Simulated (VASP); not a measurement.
# PbS (Fm-3m) in VASP: a series of runs

PbS is run at these levels: r2SCAN, PBE; tasks: single point.

Everything below comes from runs of VASP 6.6.1. Logs are shortened: lines on timing, memory, paths and dates and some standing lists are left out, and cuts for length are marked.

## 1. The cell of the first run

The structure is cubic, space group Fm-3m (No. 225). The conventional cell has a = 6.092 Å, b = 6.092 Å, c = 6.092 Å, α = 90.00°, β = 90.00°, γ = 90.00°. Pb (site symmetry m-3m) has 6 S at 3.05 Å within 4.0 Å. Within 4.0 Å of S (site symmetry m-3m) lie 6 Pb at 3.05 Å.

## 2. Single point, r2SCAN (volume changed by +6%)

The input, POSCAR:

```
PbS
1.0
    0.0000000000      3.0458207340      3.0458207340
    3.0458207340      0.0000000000      3.0458207340
    3.0458207340      3.0458207340      0.0000000000
Pb S
1 1
Direct
    0.0000000000      0.0000000000      0.0000000000
    0.5000000000      0.5000000000      0.5000000000
```

The input, INCAR.step1:

```
ALGO = Normal
EDIFF = 1E-4
ENCUT = 520
GGA = PE
ISMEAR = 0
LASPH = True
LCHARG = False
LREAL = False
LWAVE = True
NBANDS = 17
NELM = 60
PREC = Accurate
SIGMA = 0.01
```

The input, INCAR.step2:

```
ALGO = Normal
EDIFF = 1E-6
ENCUT = 520
ISIF = 2
ISMEAR = 0
ISTART = 1
LASPH = True
LCHARG = False
LMIXTAU = True
LREAL = False
LWAVE = False
METAGGA = R2SCAN
NBANDS = 17
NELM = 60
PREC = Accurate
SIGMA = 0.01
```

The input, KPOINTS:

```
k-points
0
Gamma
  6 6 6
```

Potentials or basis: VASP PAW PBE potentials, release 64 (Pb_d, S).

Started as:

```
$ cat potpaw_PBE.64/Pb_d/POTCAR potpaw_PBE.64/S/POTCAR > POTCAR
$ cp INCAR.step1 INCAR
$ mpirun -np 1 vasp_std > vasp.out
$ cp INCAR.step2 INCAR
$ mpirun -np 1 vasp_std > vasp.out
```

OUTCAR:

```text
EDIFF = 1E-6
   ENCUT = 520
   ISIF = 2
   ISMEAR = 0
   ISTART = 1
   LASPH = True
   LREAL = False
   METAGGA = R2SCAN
   NELM = 60
   PREC = Accurate

 ion  position               nearest neighbor table
   1  0.000  0.000  0.000-   2 3.05   2 3.05   2 3.05   2 3.05   2 3.05   2 3.05
   2  0.500  0.500  0.500-   1 3.05   1 3.05   1 3.05   1 3.05   1 3.05   1 3.05

  LATTYP: Found a face centered cubic cell.
 ALAT       =     6.0916414680

  Lattice vectors:

 A1 = (   0.0000000000,   3.0458207340,   3.0458207340)
 A2 = (   3.0458207340,   0.0000000000,   3.0458207340)
 A3 = (   3.0458207340,   3.0458207340,   0.0000000000)

Analysis of symmetry for initial positions (statically):
=====================================================================
 Subroutine PRICEL returns:
 Original cell was already a primitive cell.

 Routine SETGRP: Setting up the symmetry group for a
 face centered cubic supercell.

 Subroutine GETGRP returns: Found 48 space group operations
 (whereof 48 operations were pure point group operations)
 out of a pool of 48 trial point group operations.

The static configuration has the point symmetry O_h .

Analysis of symmetry for dynamics (positions and initial velocities):
=====================================================================
 Subroutine PRICEL returns:
 Original cell was already a primitive cell.

 Routine SETGRP: Setting up the symmetry group for a
 face centered cubic supercell.

 Subroutine GETGRP returns: Found 48 space group operations
 (whereof 48 operations were pure point group operations)
 out of a pool of 48 trial point group operations.

The dynamic configuration has the point symmetry O_h .

 Subroutine INISYM returns: Found 48 space group operations
 (whereof 48 operations are pure point group operations),
 and found     1 'primitive' translations

----------------------------------------------------------------------------------------

                                     Primitive cell

  volume of cell :      56.5123

  direct lattice vectors                    reciprocal lattice vectors
     0.000000000  3.045820734  3.045820734    -0.164159366  0.164159366  0.164159366
     3.045820734  0.000000000  3.045820734     0.164159366 -0.164159366  0.164159366
     3.045820734  3.045820734  0.000000000     0.164159366  0.164159366 -0.164159366

  length of vectors
     4.307440991  4.307440991  4.307440991     0.284332362  0.284332362  0.284332362

  position of ions in fractional coordinates (direct lattice)
     0.000000000  0.000000000  0.000000000
     0.500000000  0.500000000  0.500000000

  ion indices of the primitive-cell ions
   primitive index   ion index
                 1           1
                 2           2

----------------------------------------------------------------------------------------

 KPOINTS: k-points

Automatic generation of k-mesh.
 Grid dimensions read from file:
 generate k-points for:    6    6    6

 Generating k-lattice:

  Cartesian coordinates                     Fractional coordinates (reciprocal lattice)
    -0.027359894  0.027359894  0.027359894     0.166666667  0.000000000  0.000000000
     0.027359894 -0.027359894  0.027359894     0.000000000  0.166666667  0.000000000
     0.027359894  0.027359894 -0.027359894     0.000000000  0.000000000  0.166666667

  Length of vectors
     0.047388727  0.047388727  0.047388727

  Shift w.r.t. Gamma in fractional coordinates (k-lattice)
     0.000000000  0.000000000  0.000000000

 Subroutine IBZKPT returns following result:
 ===========================================

 Found     16 irreducible k-points:

 Following reciprocal coordinates:
            Coordinates               Weight
  0.000000  0.000000  0.000000      1.000000
  0.166667  0.000000  0.000000      8.000000
  0.333333  0.000000  0.000000      8.000000
  0.500000  0.000000  0.000000      4.000000
  0.166667  0.166667  0.000000      6.000000
  0.333333  0.166667  0.000000     24.000000
[... 8 lines left out ...]
 -0.333333  0.333333  0.166667     24.000000
 -0.333333  0.500000  0.166667     12.000000
   k-points           NKPTS =     16   k-points in BZ     NKDIM =     16   number of bands    NBANDS=     17
   number of dos      NEDOS =    301   number of ions     NIONS =      2
   total plane-waves  NPLWV =  32768
   dimension x,y,z NGX =    32 NGY =   32 NGZ =   32
   dimension x,y,z NGXF=    64 NGYF=   64 NGZF=   64
   ions per type =               1   1
   NGX,Y,Z   is equivalent  to a cutoff of  12.35, 12.35, 12.35 a.u.
   NGXF,Y,Z  is equivalent  to a cutoff of  24.70, 24.70, 24.70 a.u.
 SYSTEM =  unknown system
   PREC   = accura    normal or accurate (medium, high low for compatibility)
   ISTART =      1    job   : 0-new  1-cont  2-samecut
   ICHARG =      0    charge: 1-file 2-atom 10-const
   ISPIN  =      1    spin polarized calculation?
   LNONCOLLINEAR =      F non collinear calculations
   LSORBIT =      F    spin-orbit coupling
   LASPH  =      T    aspherical Exc in radial PAW
   ENCUT  =  520.0 eV  38.22 Ry    6.18 a.u.   8.01  8.01  8.01*2*pi/ulx,y,z
   NELM   =     60;   NELMIN=  2; NELMDL=  0     # of ELM steps
   EDIFF  = 0.1E-05   stopping-criterion for ELM
   LREAL  =      F    real-space projection
   EDIFFG = 0.1E-04   stopping-criterion for IOM
   NSW    =      0    number of steps for IOM
   IBRION =     -1    ionic relax: 0-MD 1-quasi-New 2-CG
   NFREE  =      0    steps in history (QN), initial steepest desc. (CG)
   ISIF   =      2    stress and relaxation
   ISYM   =      2    0-nonsym 1-usesym 2-fastsym
   POTIM  = 0.5000    time-step for ionic-motion
   TEBEG  =    0.0;   TEEND  =   0.0 temperature during run
   PSTRESS=    0.0 pullay stress
   NELECT =      20.0000    total number of electrons
   NUPDOWN=      -1.0000    fix difference up-down
   EMIN   =  10.00;   EMAX   =-10.00  energy-range for DOS
   EFERMI =   0.00;   METHOD = LEGACY
   ISMEAR =     0;   SIGMA  =   0.01  broadening in eV -4-tet -1-fermi 0-gaus
   EFERMI_NEDOS =   21; number of points for ismear=-14 and -15
   IALGO  =     38    algorithm
   IMIX   =      4    mixing-type and parameters
     AMIX     =   0.40;   BMIX     =  1.00
     AMIX_MAG =   1.60;   BMIX_MAG =  1.00
  volume/ion in A,a.u.               =      28.26       190.68
  Fermi-wavevector in a.u.,A,eV,Ry     =   1.157987  2.188279 18.244525  1.340935
  Thomas-Fermi vector in A             =   2.294594
   LORBIT       =      0    0 simple, 1 ext, 2 COOP (PROOUT), +10 PAW based schemes
   METAGGA = R2SCAN    functional components
   LHFCALC =     F    Hartree Fock is set to
   AEXX    =    0.0000 exact exchange contribution
   IVDW    =     0    specifies the selected vdW correction
   LEPSILON=     F    determine dielectric tensor
   LRPA    =     F    only Hartree local field effects (RPA)
 non-spin polarized calculation
 Gauss-broadening in eV      SIGMA  =   0.01
  energy-cutoff  :      520.00
  volume of cell :       56.51
 maximum number of plane-waves:      1536
   NGX = 17   NGY = 17   NGZ = 17

 number of electron      20.0000004 magnetization

 Free energy of the ion-electron system (eV)
  ---------------------------------------------------
  ext. energy  EPLUGINS =         0.00000000
  ---------------------------------------------------
  free energy    TOTEN  =       -65.58245162 eV

  energy without entropy =      -65.58245162  energy(sigma->0) =      -65.58245162

 E-fermi :   4.6547     XC(G=0):  -9.8568

 val. band max:        4.5981883103   @ k =   0.5000   0.0000   0.0000
 cond. band min:       5.4927066957   @ k =   0.5000   0.0000   0.0000
 fundamental gap:      0.8945183853
 Fermi energy:         4.6546746985

 k-point     1 :       0.0000    0.0000    0.0000
  band No.  band energies     occupation
      1     -12.6635      2.00000
      2     -12.6635      2.00000
      3     -12.6635      2.00000
      4     -12.6450      2.00000
      5     -12.6450      2.00000
      6      -8.8249      2.00000
[... 9 lines left out ...]
     16      12.0090      0.00000
     17      13.9264      0.00000

 k-point     2 :       0.1667    0.0000    0.0000
  band No.  band energies     occupation
      1     -12.6624      2.00000
      2     -12.6602      2.00000
      3     -12.6602      2.00000
      4     -12.6459      2.00000
      5     -12.6459      2.00000
      6      -8.6171      2.00000
[... 9 lines left out ...]
     16      12.5914      0.00000
     17      15.4850      0.00000

 k-point     3 :       0.3333    0.0000    0.0000
  band No.  band energies     occupation
      1     -12.6669      2.00000
      2     -12.6669      2.00000
      3     -12.6606      2.00000
      4     -12.6339      2.00000
      5     -12.6339      2.00000
      6      -8.1044      2.00000
[... 9 lines left out ...]
     16      14.0003      0.00000
     17      17.0608      0.00000

 k-point     4 :       0.5000    0.0000    0.0000
  band No.  band energies     occupation
      1     -12.6720      2.00000
      2     -12.6720      2.00000
      3     -12.6599      2.00000
      4     -12.6261      2.00000
      5     -12.6261      2.00000
      6      -7.7635      2.00000
[... 9 lines left out ...]
     16      15.4223      0.00000
     17      15.5417      0.00000
[... 183 lines left out ...]
      1     -12.7022      2.00000
      2     -12.6636      2.00000
      3     -12.6510      2.00000
      4     -12.6314      2.00000
      5     -12.6312      2.00000
      6      -7.7245      2.00000
[... 9 lines left out ...]
     16      15.7636      0.00000
     17      16.0532      0.00000

 k-point    15 :      -0.3333    0.3333    0.1667
  band No.  band energies     occupation
      1     -12.7101      2.00000
      2     -12.6562      2.00000
      3     -12.6468      2.00000
      4     -12.6450      2.00000
      5     -12.6242      2.00000
      6      -7.4901      2.00000
[... 9 lines left out ...]
     16      16.6171      0.00000
     17      16.9287      0.00000

 k-point    16 :      -0.3333    0.5000    0.1667
  band No.  band energies     occupation
      1     -12.7341      2.00000
      2     -12.6663      2.00000
      3     -12.6386      2.00000
      4     -12.6354      2.00000
      5     -12.6193      2.00000
      6      -7.4017      2.00000
[... 9 lines left out ...]
     16      16.9057      0.00000
     17      17.5155      0.00000

------------------------ aborting loop because EDIFF is reached ----------------------------------------

  FORCE on cell =-STRESS in cart. coord.  units (eV):
  Direction    XX          YY          ZZ          XY          YZ          ZX
  --------------------------------------------------------------------------------------
  -------------------------------------------------------------------------------------
  Total       -1.0633100     -1.0633100     -1.0633100     -0.0000000      0.0000000      0.0000000
  in kB      -30.1458445    -30.1458445    -30.1458445     -0.0000000      0.0000000      0.0000000
  external PRESSURE =     -30.1458445 kB  Pullay stress =       0.0000000 kB

 VOLUME and BASIS-vectors are now :
 -----------------------------------------------------------------------------
  energy-cutoff  :      520.00
  volume of cell :       56.51
      direct lattice vectors                 reciprocal lattice vectors
     0.000000000  3.045820734  3.045820734    -0.164159366  0.164159366  0.164159366
     3.045820734  0.000000000  3.045820734     0.164159366 -0.164159366  0.164159366
     3.045820734  3.045820734  0.000000000     0.164159366  0.164159366 -0.164159366

 POSITION                                       TOTAL-FORCE (eV/Angst)
 -----------------------------------------------------------------------------------
      0.00000      0.00000      0.00000         0.000000      0.000000     -0.000000
      3.04582      3.04582      3.04582         0.000000     -0.000000      0.000000
 -----------------------------------------------------------------------------------
    total drift:                                0.000000     -0.000000     -0.000000

  FREE ENERGIE OF THE ION-ELECTRON SYSTEM (eV)
  ---------------------------------------------------
  free  energy   TOTEN  =       -65.5824516232 eV

  energy  without entropy=      -65.5824516232  energy(sigma->0) =      -65.58245162
```

Run time: 2.7 min. Hardware: 1 thread of AMD EPYC 7R13, shared host; peak memory 0.16 GiB.

What came out:

```
Free energy            : -65.5825 eV
Pressure               : -3.0 GPa
Band gap on the k mesh : 0.89 eV, direct
```

Levels at points of the mesh, in eV from the valence-band top:
```csv
k point,band 8,band 9,band 10,band 11,band 12,band 13
"(0.00, 0.00, 0.00)",-1.85,-1.85,-1.85,5.39,5.39,5.39
"(0.50, 0.00, 0.00)",-1.51,-1.51,0.00,0.89,2.43,2.43
"(0.50, 0.50, 0.00)",-4.62,-3.01,-3.01,4.56,5.79,5.85
```

Caveat: the cell differs from its parent crystal (volume changed by +6%); the PAW data sets were made with another functional, which shifts forces and pressure a little; spin-orbit coupling is left out, which moves the levels of the heavy elements. A k mesh can miss the band edges.

## 3. Single point, PBE

This run uses another cell than the first one, of 26.66 Å³/atom, 0.943 times its volume.

The input, INCAR:

```
  ALGO = Normal
  EDIFF = 1E-6
  ENCUT = 520
  GGA = PE
  ISIF = 2
  ISMEAR = 0
  LASPH = T
  LCHARG = T
  LELF = T
  LREAL = F
  LVHAR = T
  LWAVE = F
  NBANDS = 17
  NELM = 80
  PREC = Accurate
  SIGMA = 0.01
```

The input, KPOINTS:

```
k-points
0
Gamma
  8 8 8
```

The input, POSCAR:

```
PbS
1.0
    0.0000000000      2.9872326701      2.9872326701
    2.9872326701      0.0000000000      2.9872326701
    2.9872326701      2.9872326701      0.0000000000
Pb S
1 1
Direct
    0.0000000000      0.0000000000      0.0000000000
    0.5000000000      0.5000000000      0.5000000000
```

Potentials or basis: VASP PAW PBE potentials, release 64 (Pb_d, S).

Started as:

```
$ cat potpaw_PBE.64/Pb_d/POTCAR potpaw_PBE.64/S/POTCAR > POTCAR
$ mpirun -np 1 vasp_std > vasp.out
```

Wall time 55 s (1 thread of AMD EPYC 7R13, shared host); peak memory 0.15 GiB.

The run converged. Its results:

* Free energy: -8.7672 eV
* Pressure: 0.9 GPa
* Band gap on the k mesh: 0.44 eV, direct

Levels at points of the mesh, in eV from the valence-band top:
```csv
k point,band 7,band 8,band 9,band 10,band 11,band 12,band 13,band 14
"(0.00, 0.00, 0.00)",-6.05,-2.04,-2.04,-2.04,5.17,5.17,5.17,6.81
"(0.50, 0.00, 0.00)",-8.70,-1.67,-1.67,0.00,0.44,2.03,2.03,8.66
"(0.50, 0.50, 0.00)",-7.15,-4.99,-3.28,-3.28,3.98,5.53,5.62,5.62
```

Caveat: spin-orbit coupling is left out, which moves the levels of the heavy elements.

## 4. Single point, r2SCAN

This run uses another cell than the first one, of 26.66 Å³/atom, 0.943 times its volume.

POSCAR is that of step 3.

The input, INCAR.step1:

```
SYSTEM = PbS
ALGO = Normal
EDIFF = 1E-4
ENCUT = 520
GGA = PE
ISMEAR = 0
LASPH = .TRUE.
LCHARG = .FALSE.
LREAL = .FALSE.
LWAVE = .TRUE.
NBANDS = 17
NELM = 100
PREC = Accurate
SIGMA = 0.01
```

The input, INCAR.step2:

```
SYSTEM = PbS
ALGO = Normal
EDIFF = 1E-6
ENCUT = 520
ISIF = 2
ISMEAR = 0
ISTART = 1
LASPH = .TRUE.
LCHARG = .FALSE.
LMIXTAU = .TRUE.
LREAL = .FALSE.
LWAVE = .FALSE.
METAGGA = R2SCAN
NBANDS = 17
NELM = 100
PREC = Accurate
SIGMA = 0.01
```

The input, KPOINTS:

```
k-points
0
G
  8 8 8
  0 0 0
```

Started as:

```
$ cat potpaw_PBE.64/Pb_d/POTCAR potpaw_PBE.64/S/POTCAR > POTCAR
$ cp INCAR.step1 INCAR
$ mpirun -np 1 vasp_std > vasp.out
$ cp INCAR.step2 INCAR
$ mpirun -np 1 vasp_std > vasp.out
```

Wall time 4 min (1 thread of AMD EPYC 7R13, shared host); peak memory 0.17 GiB.

It converged, with:

| Quantity | Value |
| --- | --- |
| Free energy | -65.6122 eV |
| Pressure | 0.0 GPa |
| Band gap on the k mesh | 0.70 eV, direct |

Levels at points of the mesh, in eV from the valence-band top:
```tsv
k point	band 8	band 9	band 10	band 11	band 12	band 13
(0.00, 0.00, 0.00)	-2.20	-2.20	-2.20	5.51	5.51	5.51
(0.50, 0.00, 0.00)	-1.81	-1.81	0.00	0.70	2.25	2.25
(0.50, 0.50, 0.00)	-5.17	-3.45	-3.45	4.26	5.95	6.02
```

Caveat: the PAW data sets were made with another functional, which shifts forces and pressure a little; spin-orbit coupling is left out, which moves the levels of the heavy elements. A k mesh can miss the band edges.

## 5. Overview

| level | cell | k mesh | gap on the mesh (eV) | pressure (GPa) |
| --- | --- | --- | --- | --- |
| r2SCAN | a = 4.307 Å, angles 60.0°, 2 atoms | 6 × 6 × 6 | 0.89 | -3.0 |
| PBE | a = 4.225 Å, angles 60.0°, 2 atoms | 8 × 8 × 8 | 0.44 | 0.9 |
| r2SCAN | a = 4.225 Å, angles 60.0°, 2 atoms | 8 × 8 × 8 | 0.70 | 0.0 |

Alike in all rows: task single point; potentials or basis VASP PAW PBE potentials, release 64 (Pb_d, S); no spin polarisation; cutoff (eV) 520; smearing gaussian 0.01 eV.

Caveats: spin-orbit coupling is left out, which moves the levels of the heavy elements; the PAW data sets were made with another functional, which shifts forces and pressure a little (some runs).

Total energies depend on the potentials used, so only differences within one code and one set of settings carry meaning.
